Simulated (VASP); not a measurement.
# B3C2 (R-3m) in VASP: further runs

Runs on B3C2. Level: PBE. Tasks: single point, relaxation of cell and atoms.

Everything below comes from runs of VASP 6.6.1. Logs are shortened: lines on timing, memory, paths and dates and some standing lists are left out, and cuts for length are marked.

**1. The cell of the first run**

The structure is trigonal, space group R-3m (No. 166). The conventional cell has a = 2.690 Å, b = 2.690 Å, c = 20.992 Å, α = 90.00°, β = 90.00°, γ = 120.00°. B (site symmetry -3m) has 6 C at 2.15 Å and 12 B at 2.19 to 2.69 Å within 2.8 Å. Within 2.1 Å of B (site symmetry 3m) lie 3 C at 1.55 Å. C (site symmetry 3m) has 3 B at 1.55 Å within 2.1 Å.

**2. Single point, PBE**

File INCAR:

```
SYSTEM = B3C2
PREC = Accurate
ENCUT = 520
EDIFF = 1E-7
ISMEAR = 0
SIGMA = 0.1
LREAL = .False.
LASPH = .True.
NELM = 80
ALGO = Normal
ISIF = 2
LWAVE = .False.
LCHARG = .False.
GGA = PE
NBANDS = 16
```

File KPOINTS:

```
regular mesh
0
Gamma
  6 6 6
  0 0 0
```

File POSCAR:

```
B3C2
1.0
    1.3449865553      0.7765283497      6.9973863160
   -1.3449865553      0.7765283497      6.9973863160
    0.0000000000     -1.5530566995      6.9973863160
B C
3 2
Direct
    0.0000000000      0.0000000000      0.0000000000
    0.2600189124      0.2600189124      0.2600189124
    0.7399810876      0.7399810876      0.7399810876
    0.4042327276      0.4042327276      0.4042327276
    0.5957672724      0.5957672724      0.5957672724
```

Potentials or basis: VASP PAW PBE potentials, release 64 (B, C).

Launch:

```
> cat potpaw_PBE.64/B/POTCAR potpaw_PBE.64/C/POTCAR > POTCAR
> mpirun -np 1 vasp_std > vasp.out
```

OUTCAR:

```text
SYSTEM = B3C2
   PREC = Accurate
   ENCUT = 520
   EDIFF = 1E-7
   ISMEAR = 0
   LREAL = .False.
   LASPH = .True.
   NELM = 80
   ISIF = 2
   GGA = PE

 ion  position               nearest neighbor table
   1  0.000  0.000  0.000-
   2  0.260  0.260  0.260-   5 1.55   5 1.55   5 1.55
   3  0.740  0.740  0.740-   4 1.55   4 1.55   4 1.55
   4  0.404  0.404  0.404-   3 1.55   3 1.55   3 1.55
   5  0.596  0.596  0.596-   2 1.55   2 1.55   2 1.55

  LATTYP: Found a trigonal (rhomboedric) cell.
 ALAT       =     7.1676635222
 COS(alpha) =     0.9295776258

  Lattice vectors:

 A1 = (   1.3449865553,   0.7765283497,   6.9973863160)
 A2 = (  -1.3449865553,   0.7765283497,   6.9973863160)
 A3 = (   0.0000000000,  -1.5530566995,   6.9973863160)

Analysis of symmetry for initial positions (statically):
=====================================================================
 Subroutine PRICEL returns:
 Original cell was already a primitive cell.

 Routine SETGRP: Setting up the symmetry group for a
 trigonal (rhombohedral) supercell.

 Subroutine GETGRP returns: Found 12 space group operations
 (whereof 12 operations were pure point group operations)
 out of a pool of 12 trial point group operations.

The static configuration has the point symmetry D_3d.

Analysis of symmetry for dynamics (positions and initial velocities):
=====================================================================
 Subroutine PRICEL returns:
 Original cell was already a primitive cell.

 Routine SETGRP: Setting up the symmetry group for a
 trigonal (rhombohedral) supercell.

 Subroutine GETGRP returns: Found 12 space group operations
 (whereof 12 operations were pure point group operations)
 out of a pool of 12 trial point group operations.

The dynamic configuration has the point symmetry D_3d.

 Subroutine INISYM returns: Found 12 space group operations
 (whereof 12 operations are pure point group operations),
 and found     1 'primitive' translations

----------------------------------------------------------------------------------------

                                     Primitive cell

  volume of cell :      43.8493

  direct lattice vectors                    reciprocal lattice vectors
     1.344986555  0.776528350  6.997386316     0.371750928  0.214630498  0.047636834
    -1.344986555  0.776528350  6.997386316    -0.371750928  0.214630498  0.047636834
[... 96 lines left out ...]
   NFREE  =      0    steps in history (QN), initial steepest desc. (CG)
   ISIF   =      2    stress and relaxation
   ISYM   =      2    0-nonsym 1-usesym 2-fastsym
   POTIM  = 0.5000    time-step for ionic-motion
   TEBEG  =    0.0;   TEEND  =   0.0 temperature during run
   PSTRESS=    0.0 pullay stress
   NELECT =      17.0000    total number of electrons
   NUPDOWN=      -1.0000    fix difference up-down
   EMIN   =  10.00;   EMAX   =-10.00  energy-range for DOS
   EFERMI =   0.00;   METHOD = LEGACY
   ISMEAR =     0;   SIGMA  =   0.10  broadening in eV -4-tet -1-fermi 0-gaus
   EFERMI_NEDOS =   21; number of points for ismear=-14 and -15
   IALGO  =     38    algorithm
   IMIX   =      4    mixing-type and parameters
     AMIX     =   0.40;   BMIX     =  1.00
     AMIX_MAG =   1.60;   BMIX_MAG =  1.00
  volume/ion in A,a.u.               =       8.77        59.18
  Fermi-wavevector in a.u.,A,eV,Ry     =   1.193723  2.255810 19.387967  1.424975
  Thomas-Fermi vector in A             =   2.329731
   LORBIT       =      0    0 simple, 1 ext, 2 COOP (PROOUT), +10 PAW based schemes
   GGA     = PE    functional components
   LHFCALC =     F    Hartree Fock is set to
   AEXX    =    0.0000 exact exchange contribution
   IVDW    =     0    specifies the selected vdW correction
   LEPSILON=     F    determine dielectric tensor
   LRPA    =     F    only Hartree local field effects (RPA)
 non-spin polarized calculation
 Gauss-broadening in eV      SIGMA  =   0.10
  energy-cutoff  :      520.00
  volume of cell :       43.85
 maximum number of plane-waves:      1202
 NGX is ok and might be reduce to    54
   NGX = 27   NGY = 27   NGZ = 27

 number of electron      17.0000000 magnetization

 Free energy of the ion-electron system (eV)
  ---------------------------------------------------
  ext. energy  EPLUGINS =         0.00000000
  ---------------------------------------------------
  free energy    TOTEN  =       -34.30553592 eV

  energy without entropy =      -34.30009988  energy(sigma->0) =      -34.30281790

 E-fermi :   4.6729     XC(G=0): -10.3612

 val. band max:        4.1911473541   @ k =   0.5000   0.0000   0.0000
 cond. band min:       4.7092893370   @ k =  -0.3333   0.3333   0.3333
 fundamental gap:      0.5181419829
 Fermi energy:         4.6728563195

 k-point     1 :       0.0000    0.0000    0.0000
  band No.  band energies     occupation
      1     -12.9587      2.00000
      2     -11.2602      2.00000
      3      -4.6560      2.00000
      4      -0.8257      2.00000
      5       3.3228      2.00000
      6       3.3228      2.00000
[... 433 lines left out ...]
      3      -4.9145      2.00000
      4      -4.0494      2.00000
      5      -1.9318      2.00000
      6      -1.1873      2.00000
[... 8 lines left out ...]
     15      13.7888      0.00000
     16      15.6270      0.00000

 [... further k-points ...]

------------------------ aborting loop because EDIFF is reached ----------------------------------------

  FORCE on cell =-STRESS in cart. coord.  units (eV):
  Direction    XX          YY          ZZ          XY          YZ          ZX
  --------------------------------------------------------------------------------------
  -------------------------------------------------------------------------------------
  Total        0.0447204      0.0447204      0.0244127      0.0000000     -0.0000000      0.0000000
  in kB        1.6340074      1.6340074      0.8919976      0.0000000     -0.0000000      0.0000000
  external PRESSURE =       1.3866708 kB  Pullay stress =       0.0000000 kB

 VOLUME and BASIS-vectors are now :
 -----------------------------------------------------------------------------
  energy-cutoff  :      520.00
  volume of cell :       43.85
      direct lattice vectors                 reciprocal lattice vectors
     1.344986555  0.776528350  6.997386316     0.371750928  0.214630498  0.047636834
    -1.344986555  0.776528350  6.997386316    -0.371750928  0.214630498  0.047636834
     0.000000000 -1.553056699  6.997386316     0.000000000 -0.429260997  0.047636834

 POSITION                                       TOTAL-FORCE (eV/Angst)
 -----------------------------------------------------------------------------------
      0.00000      0.00000      0.00000         0.000000      0.000000      0.000000
      0.00000     -0.00000      5.45836         0.000000      0.000000     -0.003288
      0.00000     -0.00000     15.53380         0.000000     -0.000000      0.003288
      0.00000     -0.00000      8.48572         0.000000     -0.000000      0.002780
      0.00000     -0.00000     12.50644         0.000000      0.000000     -0.002780
 -----------------------------------------------------------------------------------
    total drift:                                0.000000      0.000000     -0.000000

  FREE ENERGIE OF THE ION-ELECTRON SYSTEM (eV)
  ---------------------------------------------------
  free  energy   TOTEN  =       -34.3055359194 eV

  energy  without entropy=      -34.3000998763  energy(sigma->0) =      -34.30281790
```

OSZICAR:

```text
N       E                     dE             d eps       ncg     rms          rms(c)
DAV:   1     0.355481625872E+02    0.35548E+02   -0.77269E+03  1024   0.938E+02
DAV:   2    -0.345696344994E+02   -0.70118E+02   -0.63163E+02  1392   0.188E+02
DAV:   3    -0.374176872965E+02   -0.28481E+01   -0.28237E+01  1448   0.352E+01
DAV:   4    -0.374529072068E+02   -0.35220E-01   -0.35200E-01  1200   0.429E+00
DAV:   5    -0.374535730702E+02   -0.66586E-03   -0.66584E-03  1480   0.559E-01    0.926E+00
DAV:   6    -0.346590910230E+02    0.27945E+01   -0.34422E+00  1168   0.143E+01    0.417E+00
DAV:   7    -0.343835270920E+02    0.27556E+00   -0.90805E-01  1328   0.602E+00    0.241E+00
DAV:   8    -0.343017602780E+02    0.81767E-01   -0.16461E-01  1456   0.241E+00    0.591E-01
DAV:   9    -0.343039120314E+02   -0.21518E-02   -0.11669E-02  1096   0.688E-01    0.183E-01
DAV:  10    -0.343053305074E+02   -0.14185E-02   -0.18549E-03  1296   0.288E-01    0.403E-02
DAV:  11    -0.343054877501E+02   -0.15724E-03   -0.30872E-04  1200   0.113E-01    0.307E-02
DAV:  12    -0.343055333246E+02   -0.45574E-04   -0.42415E-05  1368   0.480E-02    0.688E-03
DAV:  13    -0.343055355321E+02   -0.22075E-05   -0.45363E-06  1184   0.146E-02    0.202E-03
DAV:  14    -0.343055359631E+02   -0.43099E-06   -0.43338E-07  1384   0.486E-03    0.747E-04
DAV:  15    -0.343055359194E+02    0.43630E-07   -0.26395E-08  1016   0.122E-03
   1 F= -.34305536E+02 E0= -.34302818E+02  d E =-.543604E-02
```

stdout:

```text
POSCAR found type information on POSCAR B C
 POSCAR found :  2 types and       5 ions
 scaLAPACK will be used
 LDA part: xc-table for (Slater+PW92), standard interpolation
 POSCAR, INCAR and KPOINTS ok, starting setup
 FFT: planning ... GRIDC
 FFT: planning ... GRID_SOFT
 FFT: planning ... GRID
 WAVECAR not read
 entering main loop
```

It took 2.4 min on 1 thread of AMD EPYC 7R43 (Zen 3), shared host; peak memory 0.33 GiB.

What came out:

```
Free energy   : -34.3055 eV
Pressure      : 0.1 GPa
Largest force : 0.003 eV/Å
```

Forces on the atoms (eV/Å):
```
B    0.000  0.000  0.000
B    0.000  0.000 -0.003
B    0.000  0.000  0.003
C    0.000  0.000  0.003
C    0.000  0.000 -0.003
```

Caveat: the k points lie up to 0.45 Å⁻¹ apart.

**3. Relaxation of cell and atoms, PBE**

This run uses another cell than the first one, of 7.01 Å³/atom, 0.799 times its volume.

File INCAR:

```
SYSTEM = B3C2
  PREC = Accurate
  ENCUT = 600
  EDIFF = 1E-6
  ISMEAR = 0
  SIGMA = 0.1
  LREAL = .FALSE.
  LASPH = .TRUE.
  NELM = 100
  ALGO = Normal
  ISIF = 3
  LWAVE = .FALSE.
  LCHARG = .FALSE.
  GGA = PE
  IBRION = 2
  NSW = 90
  EDIFFG = -0.04
```

File KPOINTS:

```
Automatic mesh
0
G
  6 6 6
  0 0 0
```

File POSCAR:

```
B3C2
1.0
    1.2972339185      0.7489583520      6.0133372414
   -1.2972339185      0.7489583520      6.0133372414
    0.0000000000     -1.4979167041      6.0133372414
B C
3 2
Direct
    0.0000000000      0.0000000000      0.0000000000
    0.2095000000      0.2095000000      0.2095000000
    0.7905000000      0.7905000000      0.7905000000
    0.4000000000      0.4000000000      0.4000000000
    0.6000000000      0.6000000000      0.6000000000
```

Potentials or basis: VASP PAW PBE potentials, release 64 (B, C).

Launch:

```
> cat potpaw_PBE.64/B/POTCAR potpaw_PBE.64/C/POTCAR > POTCAR
> mpirun -np 1 vasp_std > vasp.out
```

Wall time 26 min (1 thread of AMD EPYC 7R43 (Zen 3), shared host); peak memory 0.32 GiB.

It converged, with:

* Free energy: -34.3003 eV
* Relaxed volume: 8.43 Å³/atom
* Relaxed cell: a = 6.907 Å, b = 6.907 Å, c = 6.907 Å, α = 22.46°, β = 22.46°, γ = 22.46°
* Space group after relaxing (to 0.05 Å): R-3m (No. 166)
* Energy gained by relaxing: 573.9 meV/atom
* Ionic steps: 34
* Pressure after relaxing: 0.1 GPa
* Largest force after relaxing: 0.037 eV/Å

Forces in eV/Å, atoms in the order of the input:
```
B    0.000  0.000  0.000
B    0.000  0.000  0.037
B    0.000  0.000 -0.037
C    0.000  0.000 -0.014
C    0.000  0.000  0.014
```

Stress tensor (GPa, compression positive):
```
 0.18  0.00  0.00
 0.00  0.18  0.00
 0.00  0.00 -0.19
```

The path:
```csv
step,energy change (eV),largest force (eV/Å),pressure (GPa),volume (Å³)
1,0.0000,2.3630,-36.33,35.05
2,-1.1867,0.3052,35.61,27.53
3,-1.3014,1.2314,13.61,28.98
4,-1.6387,1.2368,8.13,29.78
5,-1.7437,1.4193,4.11,30.33
6,-1.7437,1.4945,5.46,30.17
7,-1.7507,1.4552,4.74,30.26
8,-1.9840,0.5541,2.22,31.25
9,-2.0122,0.2998,1.55,31.73
10,-2.3777,0.4217,9.42,32.51
11,-2.4228,0.5632,17.28,33.01
12,-2.6607,0.7803,3.04,36.23
13,-2.7040,0.6907,-4.38,38.28
14,-2.7526,0.4050,-2.94,38.66
15,-2.7662,0.5794,-2.04,38.95
16,-2.7959,0.4347,0.71,38.48
17,-2.8093,0.2193,4.77,37.84
18,-2.8228,0.0550,2.34,38.16
19,-2.8239,0.0181,1.42,38.29
20,-2.8298,0.0700,0.86,38.55
21,-2.8389,0.2206,-0.69,39.33
22,-2.8393,0.2586,-1.06,39.52
23,-2.8448,0.2160,0.33,39.58
24,-2.8463,0.1817,1.47,39.62
25,-2.8502,0.1315,1.15,39.77
26,-2.8562,0.1357,0.37,40.17
27,-2.8513,0.2596,-1.19,40.98
28,-2.8571,0.1557,-0.08,40.41
29,-2.8589,0.1359,0.00,40.51
30,-2.8631,0.0756,0.21,40.82
31,-2.8668,0.0525,0.71,41.43
32,-2.8691,0.0425,0.05,41.95
33,-2.8692,0.0604,-0.07,42.06
34,-2.8697,0.0373,0.06,42.17
```

Final structure:
```xyz
5
Lattice="1.3449 0.7765 6.7305 -1.3449 0.7765 6.7305 0.0000 -1.5530 6.7305" Properties=species:S:1:pos:R:3 pbc="T T T"
B     0.0000    0.0000    0.0000
B     0.0000    0.0000    5.1857
B     0.0000    0.0000   15.0057
C     0.0000    0.0000    8.2215
C     0.0000    0.0000   11.9700
```

Levels at points of the mesh, in eV from the Fermi level:
```
           k point  band 5  band 6  band 7  band 8  band 9  band 10  band 11  band 12
(0.00, 0.00, 0.00)   -1.32   -1.32   -1.15   -1.15    1.57     3.44     3.44     8.26
(0.50, 0.00, 0.00)   -4.83   -4.80   -4.05   -2.92   -0.45     1.48     3.66     4.48
(0.50, 0.50, 0.00)   -4.84   -4.64   -4.03   -2.92   -0.59     1.08     3.83     4.13
(0.50, 0.50, 0.50)   -1.33   -1.33   -1.14   -1.14    3.35     3.44     3.44     5.52
```

Caveat: the k points lie up to 0.45 Å⁻¹ apart in the final cell; the volume moved by over 15 % at a fixed basis, so the end points are rough.
